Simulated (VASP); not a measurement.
**B: single point with PBE**

Crystal: B.

```
B
1.0
     2.58403   -7.01100    0.00000
     2.58403    7.01100    0.00000
     0.00000    0.00000    2.78400
B
12
Direct
  0.16674 0.24312 0.75000
  0.24312 0.16674 0.25000
  0.75688 0.83326 0.75000
  0.83326 0.75688 0.25000
  0.59399 0.90328 0.75000
  0.90328 0.59399 0.25000
  0.09672 0.40601 0.75000
  0.40601 0.09672 0.25000
  0.93935 0.39883 0.25000
  0.39883 0.93935 0.75000
  0.60117 0.06065 0.25000
  0.06065 0.60117 0.75000
```

The cell was generated, and may not be a known phase.

```
Program             : VASP 6.6.1
Task                : single point
Functional          : PBE
Potentials or basis : VASP PAW PBE potentials, release 64 (B)
Cutoff              : 520 eV
k mesh              : 4 × 4 × 6
Occupations         : gaussian, width 0.1 eV
Spin                : no spin polarisation
```

```yaml
Pressure: 0.0 GPa
Largest_force: 0.009 eV/Å
Band_gap_on_the_k_mesh: zero (bands 18 and 19 overlap by 3.56 eV)
```

Forces in eV/Å, atoms in the order of the input:
```
B   -0.001 -0.008  0.000
B   -0.001  0.008  0.000
B    0.001 -0.008  0.000
B    0.001  0.008  0.000
B    0.001  0.003  0.000
B    0.001 -0.003  0.000
B   -0.001  0.003  0.000
B   -0.001 -0.003  0.000
B   -0.001 -0.008  0.000
B   -0.001  0.008  0.000
B    0.001 -0.008  0.000
B    0.001  0.008  0.000
```

Stress tensor (GPa, compression positive):
```
-0.01  0.00  0.00
 0.00  0.03  0.00
 0.00  0.00  0.08
```

Levels at points of the mesh, in eV from the Fermi level:
| k point | band 14 | band 15 | band 16 | band 17 | band 18 | band 19 | band 20 | band 21 |
| --- | --- | --- | --- | --- | --- | --- | --- | --- |
| (0.00, 0.00, 0.00) | -1.40 | -0.58 | -0.06 | 0.65 | 0.96 | 2.32 | 2.58 | 3.13 |
| (0.50, 0.00, 0.00) | -1.87 | -1.41 | -0.05 | 0.72 | 0.96 | 2.10 | 2.28 | 3.61 |
| (0.50, 0.50, 0.00) | -1.83 | -1.45 | 0.10 | 0.48 | 2.30 | 2.85 | 3.30 | 3.36 |
| (0.00, 0.00, 0.50) | -3.27 | -2.72 | -2.72 | -1.90 | -1.90 | -1.26 | -1.26 | 2.47 |
| (0.50, 0.00, 0.50) | -3.40 | -2.74 | -2.74 | -2.01 | -2.01 | 0.70 | 0.70 | 2.56 |
| (0.50, 0.50, 0.50) | -4.36 | -3.84 | -3.84 | -1.11 | -1.11 | -0.90 | -0.90 | 1.70 |

Run time: 3.4 min on 1 thread of Intel Xeon 8259CL, on a shared host, peak memory 0.27 GiB.

Caveat: the k points lie up to 0.38 Å⁻¹ apart, too coarse for converged energies and pressures of a metal.
